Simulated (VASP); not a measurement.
Wanted: the native input for a VASP 6.6.1 run.

| Property | Result |
| --- | --- |
| Task | single point |
| Functional | PBE |
| Dispersion | D3(BJ) |
| Potentials or basis | VASP PAW PBE potentials, release 64 (F) |
| Cutoff | 520 eV |
| k mesh | 8 × 8 × 4 |
| Occupations | gaussian, width 0.02 eV |
| Spin | no spin polarisation |
| Dipole correction | no |
| Further INCAR settings | ALGO = Normal; EDIFF = 1e-06; NBANDS = 22 |

The structure of F lies in POSCAR:

```
F
1.0
    2.8181532018     -1.7912036508      0.2974079766
    2.8181532018      1.7912036508      0.2974079766
   -0.8359919267      0.0000000000      6.7469186924
F
4
Direct
    0.9138648456      0.5855481450      0.0939279973
    0.4144518550      0.0861351544      0.4060720027
    0.0861351544      0.4144518550      0.9060720027
    0.5855481450      0.9138648456      0.5939279973
```

The input as run:

INCAR

```
PREC = Accurate
ENCUT = 520
EDIFF = 1E-6
ISMEAR = 0
SIGMA = 0.02
LREAL = False
LASPH = True
NELM = 100
ALGO = Normal
ISIF = 2
LWAVE = False
LCHARG = True
GGA = PE
IVDW = 12
LELF = True
LVHAR = True
NBANDS = 22
```

KPOINTS

```
Automatic mesh
0
Gamma
  8 8 4
```

Potentials or basis: VASP PAW PBE potentials, release 64 (F).

Command:

```console
$ cat potpaw_PBE.64/F/POTCAR > POTCAR
$ mpirun -np 1 vasp_std > vasp.out
```

It gave:

- Pressure: 0.3 GPa
- Largest force: 0.370 eV/Å
- Band gap on the k mesh: 2.95 eV, direct
- Dispersion energy per atom: -0.027 eV

Run time: 54 s on 1 thread of AMD EPYC 9R45 96-Core Processor (Zen 5), with other jobs on the host, peak memory 0.21 GiB.
